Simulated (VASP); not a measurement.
# Ti (P6_3/mmc) in VASP: a series of runs

Ti is run at these levels: LDA; tasks: single point, relaxation of cell and atoms.

Program: VASP 6.6.1. These are calculated values, not measurements. Logs are shortened: lines on timing, memory, paths and dates and some standing lists are left out, and cuts for length are marked.

### Step 1. The cell of the first run

Symmetry: P6_3/mmc, No. 194, hexagonal system. The conventional cell has a = 2.865 Å, b = 2.865 Å, c = 4.546 Å, α = 90.00°, β = 90.00°, γ = 120.00°. Within 3.7 Å of Ti (site symmetry -6m2) lie 12 Ti at 2.81 to 2.86 Å.

### Step 2. Single point, LDA

Contents of INCAR:

```
SYSTEM = Ti
ALGO = Fast
EDIFF = 1E-7
ENCUT = 520
GGA = CA
ISIF = 2
ISMEAR = -1
LASPH = .TRUE.
LCHARG = .TRUE.
LELF = .TRUE.
LREAL = .FALSE.
LVHAR = .TRUE.
LWAVE = .FALSE.
NBANDS = 19
NELM = 100
PREC = Accurate
SIGMA = 0.15
```

Contents of KPOINTS:

```
k-points
0
G
  15 15 8
  0 0 0
```

Contents of POSCAR:

```
Ti
1.0
    2.8647363038      0.0000000000      0.0000000000
   -1.4323681519      2.4809344143      0.0000000000
    0.0000000000      0.0000000000      4.5458635777
Ti
2
Direct
    0.3333333333      0.6666666667      0.2500000000
    0.6666666667      0.3333333333      0.7500000000
```

Potentials or basis: VASP PAW LDA potentials, release 64 (Ti_sv).

Launch:

```sh
cat potpaw_LDA.64/Ti_sv/POTCAR > POTCAR
mpirun -np 1 vasp_std > vasp.out
```

OUTCAR:

```text
SYSTEM = Ti
   EDIFF = 1E-7
   ENCUT = 520
   GGA = CA
   ISIF = 2
   ISMEAR = -1
   LASPH = .TRUE.
   LREAL = .FALSE.
   NELM = 100
   PREC = Accurate

 ion  position               nearest neighbor table
   1  0.333  0.667  0.250-   2 2.81   2 2.81   2 2.81   2 2.81   2 2.81   2 2.81
   2  0.667  0.333  0.750-   1 2.81   1 2.81   1 2.81   1 2.81   1 2.81   1 2.81

  LATTYP: Found a hexagonal cell.
 ALAT       =     2.8647363038
 C/A-ratio  =     1.5868349110

  Lattice vectors:

 A1 = (   2.8647363038,   0.0000000000,   0.0000000000)
 A2 = (  -1.4323681519,   2.4809344143,   0.0000000000)
 A3 = (   0.0000000000,   0.0000000000,   4.5458635777)

Analysis of symmetry for initial positions (statically):
=====================================================================
 Subroutine PRICEL returns:
 Original cell was already a primitive cell.

 Routine SETGRP: Setting up the symmetry group for a
 hexagonal supercell.

 Subroutine GETGRP returns: Found 24 space group operations
 (whereof 12 operations were pure point group operations)
 out of a pool of 24 trial point group operations.

The static configuration has the point symmetry D_3d.
 The point group associated with its full space group is D_6h.

Analysis of symmetry for dynamics (positions and initial velocities):
=====================================================================
 Subroutine PRICEL returns:
 Original cell was already a primitive cell.

 Routine SETGRP: Setting up the symmetry group for a
 hexagonal supercell.

 Subroutine GETGRP returns: Found 24 space group operations
 (whereof 12 operations were pure point group operations)
 out of a pool of 24 trial point group operations.

The dynamic configuration has the point symmetry D_3d.
 The point group associated with its full space group is D_6h.

 Subroutine INISYM returns: Found 24 space group operations
 (whereof 12 operations are pure point group operations),
 and found     1 'primitive' translations

----------------------------------------------------------------------------------------

                                     Primitive cell

  volume of cell :      32.3085

  direct lattice vectors                    reciprocal lattice vectors
     2.864736304  0.000000000  0.000000000     0.349072268  0.201536968  0.000000000
    -1.432368152  2.480934414  0.000000000     0.000000000  0.403073936  0.000000000
     0.000000000  0.000000000  4.545863578     0.000000000  0.000000000  0.219980205

  length of vectors
     2.864736304  2.864736304  4.545863578     0.403073936  0.403073936  0.219980205

  position of ions in fractional coordinates (direct lattice)
     0.333333333  0.666666667  0.250000000
     0.666666667  0.333333333  0.750000000

  ion indices of the primitive-cell ions
   primitive index   ion index
                 1           1
                 2           2

----------------------------------------------------------------------------------------

 KPOINTS: k-points

Automatic generation of k-mesh.
 Grid dimensions read from file:
 generate k-points for:   15   15    8

 Generating k-lattice:

  Cartesian coordinates                     Fractional coordinates (reciprocal lattice)
     0.023271485  0.013435798  0.000000000     0.066666667 -0.000000000  0.000000000
     0.000000000  0.026871596  0.000000000     0.000000000  0.066666667  0.000000000
     0.000000000  0.000000000  0.027497526     0.000000000  0.000000000  0.125000000

  Length of vectors
     0.026871596  0.026871596  0.027497526

  Shift w.r.t. Gamma in fractional coordinates (k-lattice)
     0.000000000  0.000000000  0.000000000

 Subroutine IBZKPT returns following result:
 ===========================================

 Found    135 irreducible k-points:

 Following reciprocal coordinates:
            Coordinates               Weight
  0.000000  0.000000  0.000000      1.000000
  0.066667  0.000000  0.000000      6.000000
  0.133333  0.000000  0.000000      6.000000
  0.200000  0.000000  0.000000      6.000000
  0.266667  0.000000  0.000000      6.000000
  0.333333  0.000000  0.000000      6.000000
[... 16 lines left out ...]
  0.333333  0.200000  0.000000     12.000000
  0.400000  0.200000  0.000000      6.000000
 [... further k-points ...]
   k-points           NKPTS =    135   k-points in BZ     NKDIM =    135   number of bands    NBANDS=     19
   number of dos      NEDOS =    301   number of ions     NIONS =      2
   total plane-waves  NPLWV =  20736
   dimension x,y,z NGX =    24 NGY =   24 NGZ =   36
   dimension x,y,z NGXF=    48 NGYF=   48 NGZF=   72
   ions per type =               2
   NGX,Y,Z   is equivalent  to a cutoff of  13.93, 13.93, 13.17 a.u.
   NGXF,Y,Z  is equivalent  to a cutoff of  27.86, 27.86, 26.33 a.u.
 SYSTEM =  Ti
   PREC   = accura    normal or accurate (medium, high low for compatibility)
   ISTART =      0    job   : 0-new  1-cont  2-samecut
   ICHARG =      2    charge: 1-file 2-atom 10-const
   ISPIN  =      1    spin polarized calculation?
   LNONCOLLINEAR =      F non collinear calculations
   LSORBIT =      F    spin-orbit coupling
   LASPH  =      T    aspherical Exc in radial PAW
   ENCUT  =  520.0 eV  38.22 Ry    6.18 a.u.   5.33  5.33  8.45*2*pi/ulx,y,z
   NELM   =    100;   NELMIN=  2; NELMDL= -5     # of ELM steps
   EDIFF  = 0.1E-06   stopping-criterion for ELM
   LREAL  =      F    real-space projection
   EDIFFG = 0.1E-05   stopping-criterion for IOM
   NSW    =      0    number of steps for IOM
   IBRION =     -1    ionic relax: 0-MD 1-quasi-New 2-CG
   NFREE  =      0    steps in history (QN), initial steepest desc. (CG)
   ISIF   =      2    stress and relaxation
   ISYM   =      2    0-nonsym 1-usesym 2-fastsym
   POTIM  = 0.5000    time-step for ionic-motion
   TEBEG  =    0.0;   TEEND  =   0.0 temperature during run
   PSTRESS=    0.0 pullay stress
   NELECT =      24.0000    total number of electrons
   NUPDOWN=      -1.0000    fix difference up-down
   EMIN   =  10.00;   EMAX   =-10.00  energy-range for DOS
   EFERMI =   0.00;   METHOD = LEGACY
   ISMEAR =    -1;   SIGMA  =   0.15  broadening in eV -4-tet -1-fermi 0-gaus
   EFERMI_NEDOS =   21; number of points for ismear=-14 and -15
   IALGO  =     68    algorithm
   IMIX   =      4    mixing-type and parameters
     AMIX     =   0.40;   BMIX     =  1.00
     AMIX_MAG =   1.60;   BMIX_MAG =  1.00
  volume/ion in A,a.u.               =      16.15       109.01
  Fermi-wavevector in a.u.,A,eV,Ry     =   1.482654  2.801810 29.909180  2.198263
  Thomas-Fermi vector in A             =   2.596413
   LORBIT       =      0    0 simple, 1 ext, 2 COOP (PROOUT), +10 PAW based schemes
   GGA     = CA    functional components
   LHFCALC =     F    Hartree Fock is set to
   AEXX    =    0.0000 exact exchange contribution
   IVDW    =     0    specifies the selected vdW correction
   LEPSILON=     F    determine dielectric tensor
   LRPA    =     F    only Hartree local field effects (RPA)
 non-spin polarized calculation
 RMM-DIIS sequential band-by-band and
  energy-cutoff  :      520.00
  volume of cell :       32.31
 maximum number of plane-waves:       893
 NGX is ok and might be reduce to    24
   NGX = 11   NGY = 11   NGZ = 17

 number of electron      24.0000004 magnetization

 Free energy of the ion-electron system (eV)
  ---------------------------------------------------
  ext. energy  EPLUGINS =         0.00000000
  ---------------------------------------------------
  free energy    TOTEN  =       -17.18309153 eV

  energy without entropy =      -17.00325685  energy(sigma->0) =      -17.09317419

 E-fermi :   8.8325     XC(G=0): -12.1345

 val. band max:        8.8121523812   @ k =   0.1333   0.0000   0.1250
 cond. band min:       8.8435886343   @ k =   0.1333   0.0667   0.3750
 fundamental gap:      0.0314362531
 Fermi energy:         8.8324681278

 k-point     1 :       0.0000    0.0000    0.0000
  band No.  band energies     occupation
      1     -47.1558      2.00000
      2     -46.9637      2.00000
      3     -24.2136      2.00000
      4     -23.4073      2.00000
      5     -23.4073      2.00000
      6     -23.2935      2.00000
[... 11 lines left out ...]
     18      10.6144      0.00001
     19      12.3087      0.00000

 k-point     2 :       0.0667    0.0000    0.0000
  band No.  band energies     occupation
      1     -47.1496      2.00000
      2     -46.9612      2.00000
      3     -24.2008      2.00000
      4     -23.4340      2.00000
      5     -23.4162      2.00000
      6     -23.3073      2.00000
[... 11 lines left out ...]
     18      10.5361      0.00002
     19      12.3516      0.00000

 k-point     3 :       0.1333    0.0000    0.0000
  band No.  band energies     occupation
      1     -47.1318      2.00000
      2     -46.9542      2.00000
      3     -24.1637      2.00000
      4     -23.5096      2.00000
      5     -23.4406      2.00000
      6     -23.3845      2.00000
[... 11 lines left out ...]
     18      10.5569      0.00002
     19      12.4520      0.00000

 k-point     4 :       0.2000    0.0000    0.0000
  band No.  band energies     occupation
      1     -47.1047      2.00000
      2     -46.9447      2.00000
      3     -24.1055      2.00000
      4     -23.6217      2.00000
      5     -23.4951      2.00000
      6     -23.4753      2.00000
[... 407 lines left out ...]
     18      12.5611      0.00000
     19      13.2491      0.00000

 k-point    23 :       0.3333    0.2000    0.0000
  band No.  band energies     occupation
      1     -46.9789      2.00000
      2     -46.9274      2.00000
      3     -23.9476      2.00000
      4     -23.8170      2.00000
      5     -23.7841      2.00000
      6     -23.6767      2.00000
[... 11 lines left out ...]
     18      12.5688      0.00000
     19      13.9330      0.00000

 k-point    24 :       0.4000    0.2000    0.0000
  band No.  band energies     occupation
      1     -46.9689      2.00000
      2     -46.9302      2.00000
      3     -23.9672      2.00000
      4     -23.8107      2.00000
      5     -23.7505      2.00000
      6     -23.7054      2.00000
[... 11 lines left out ...]
     18      12.5479      0.00000
     19      14.4125      0.00000

 [... further k-points ...]

------------------------ aborting loop because EDIFF is reached ----------------------------------------

  FORCE on cell =-STRESS in cart. coord.  units (eV):
  Direction    XX          YY          ZZ          XY          YZ          ZX
  --------------------------------------------------------------------------------------
  -------------------------------------------------------------------------------------
  Total       -0.0622678     -0.0622678     -0.0572479      0.0000000      0.0000000      0.0000000
  in kB       -3.0878620     -3.0878620     -2.8389242      0.0000000      0.0000000      0.0000000
  external PRESSURE =      -3.0048828 kB  Pullay stress =       0.0000000 kB

 VOLUME and BASIS-vectors are now :
 -----------------------------------------------------------------------------
  energy-cutoff  :      520.00
  volume of cell :       32.31
      direct lattice vectors                 reciprocal lattice vectors
     2.864736304  0.000000000  0.000000000     0.349072268  0.201536968  0.000000000
    -1.432368152  2.480934414  0.000000000     0.000000000  0.403073936  0.000000000
     0.000000000  0.000000000  4.545863578     0.000000000  0.000000000  0.219980205

 POSITION                                       TOTAL-FORCE (eV/Angst)
 -----------------------------------------------------------------------------------
     -0.00000      1.65396      1.13647         0.000000      0.000000      0.000000
      1.43237      0.82698      3.40940        -0.000000     -0.000000      0.000000
 -----------------------------------------------------------------------------------
    total drift:                               -0.000000      0.000000     -0.000000

  FREE ENERGIE OF THE ION-ELECTRON SYSTEM (eV)
  ---------------------------------------------------
  free  energy   TOTEN  =       -17.1830915276 eV

  energy  without entropy=      -17.0032568493  energy(sigma->0) =      -17.09317419
```

Run time: 2.2 min. Hardware: 1 thread of Intel Xeon 6975P-C (Granite Rapids), shared host; peak memory 0.18 GiB.

Results:

| Item | Value |
| --- | --- |
| Free energy | -17.1831 eV |
| Pressure | -0.3 GPa |
| Band gap on the k mesh | zero (bands 12 and 13 overlap by 1.04 eV) |

### Step 3. Relaxation of cell and atoms, LDA

This run uses another cell than the first one, of 16.09 Å³/atom.

Contents of INCAR:

```
ALGO = Fast
EDIFF = 1E-6
EDIFFG = -0.002
ENCUT = 600
GGA = CA
IBRION = 2
ISIF = 3
ISMEAR = 0
LASPH = True
LCHARG = False
LREAL = False
LWAVE = False
NELM = 80
NSW = 100
PREC = Accurate
SIGMA = 0.1
```

Contents of KPOINTS:

```
k-points
0
Gamma
  15 15 8
```

Contents of POSCAR:

```
Ti
1.0
    2.8670386271      0.0000000000      0.0000000000
   -1.4335193135      2.4829282847      0.0000000000
    0.0000000000      0.0000000000      4.5198682148
Ti
2
Direct
    0.3333333333      0.6666666667      0.2500000000
    0.6666666667      0.3333333333      0.7500000000
```

Potentials or basis: VASP PAW LDA potentials, release 64 (Ti_sv).

Launch:

```sh
cat potpaw_LDA.64/Ti_sv/POTCAR > POTCAR
mpirun -np 1 vasp_std > vasp.out
```

Wall time 4.2 min (1 thread of Intel Xeon 6975P-C (Granite Rapids), shared host); peak memory 0.2 GiB.

The run converged. Its results:

* Free energy: -17.1039 eV
* Relaxed volume: 16.08 Å³/atom
* Relaxed cell: a = 2.864 Å, b = 2.864 Å, c = 4.526 Å, α = 90.00°, β = 90.00°, γ = 120.00°
* Space group after relaxing (to 0.1 Å): P6_3/mmc (No. 194)
* Energy gained by relaxing: 0.0 meV/atom
* Ionic steps: 22
* Pressure after relaxing: 0.0 GPa
* Band gap on the k mesh: zero (bands 12 and 13 overlap by 1.08 eV)

Final structure:
```yaml
crystal:
  lattice:
    - [2.86419, 0.00000, 0.00000]
    - [-1.43210, 2.48046, 0.00000]
    - [0.00000, 0.00000, 4.52586]
  atoms:
    - { symbol: Ti, position: [0.33333, 0.66667, 0.25000] }
    - { symbol: Ti, position: [0.66667, 0.33333, 0.75000] }
```

Levels at points of the mesh, in eV from the Fermi level:
```
           k point  band 9  band 10  band 11  band 12  band 13  band 14  band 15  band 16
(0.00, 0.00, 0.00)   -6.31    -2.89     0.77     0.77     0.92     1.12     1.33     1.33
(0.00, 0.00, 0.50)   -4.34    -4.34     0.08     0.08     0.66     0.66     0.66     0.66
```
